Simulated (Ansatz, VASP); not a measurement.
Ga3Se: VASP beside Ansatz

File INCAR:

```
ALGO = Normal ; EDIFF = 1E-6
ENCUT = 520 ; GGA = PE
ISIF = 2 ; ISMEAR = 0
IVDW = 12 ; LASPH = T
LCHARG = F ; LREAL = F
LWAVE = F ; NBANDS = 30
NELM = 100 ; PREC = Accurate
SIGMA = 0.15
```

The input KPOINTS:

```
k-points
0
Gamma
  12 12 12
```

POSCAR

```
Ga3Se
1.0
    4.3236103161     -0.0648541547      0.0000000000
   -0.0648541547      4.3236103161      0.0000000000
    0.0000000000      0.0000000000      4.3236103161
Ga Se
3 1
Direct
    0.0000000000      0.5000000000      0.5000000000
    0.5000000000      0.0000000000      0.5000000000
    0.5000000000      0.5000000000      0.0000000000
    0.0000000000      0.0000000000      0.0000000000
```

Input for Ansatz:

```yaml
crystal:
  lattice:
    - [4.3236103161, -0.0648541547, 0.0]
    - [-0.0648541547, 4.3236103161, 0.0]
    - [0.0, 0.0, 4.3236103161]
  atoms:
    - { symbol: Ga, position: [0.0, 0.5, 0.5] }
    - { symbol: Ga, position: [0.5, 0.0, 0.5] }
    - { symbol: Ga, position: [0.5, 0.5, 0.0] }
    - { symbol: Se, position: [0.0, 0.0, 0.0] }
basis:
  ecutwfc: 420
kpoints:
  mp_grid: { grid: [12, 12, 12] }
hamiltonian:
  xc: pbe
  dispersion: d3bj
scf:
  occupations: { method: gaussian, width: 0.15 }
output:
  forces: true
  stress: true
  eigenvalues: true
```

Change from the starting cell: strain -0.0300 x Voigt [0, 0, 0, 0, 0, 1], atoms carried along.

Alike in both runs: task single point; functional PBE; dispersion D3(BJ); k mesh 12 × 12 × 12; occupations gaussian, width 0.15 eV; no spin polarisation.

|  | VASP | Ansatz |
| --- | --- | --- |
| version | VASP 6.6.1 | Ansatz 0.2.0 |
| potentials or method | VASP PAW PBE potentials, release 64 (Ga_d, Se), cutoff 520 eV | scalar-relativistic, plane waves, PAW |
| valence electrons in the cell | 45 | 55 |

Ansatz gave:

* gap on the k mesh at the Fermi level (eV): none
* pressure (GPa): 0.0
* traceless stress, the component that is largest in VASP (GPa): 0.18

**Question.** What did VASP give for the same quantities?

**Answer.** gap on the k mesh at the Fermi level (eV): none; pressure (GPa): 0.2; traceless stress, the component that is largest in VASP (GPa): 0.18.

A gap of «none» marks a metal or a gap that the smearing closes. VASP's potentials hold 45 valence electrons a cell and Ansatz's 55, so a difference there can come from the potentials and not from the codes.
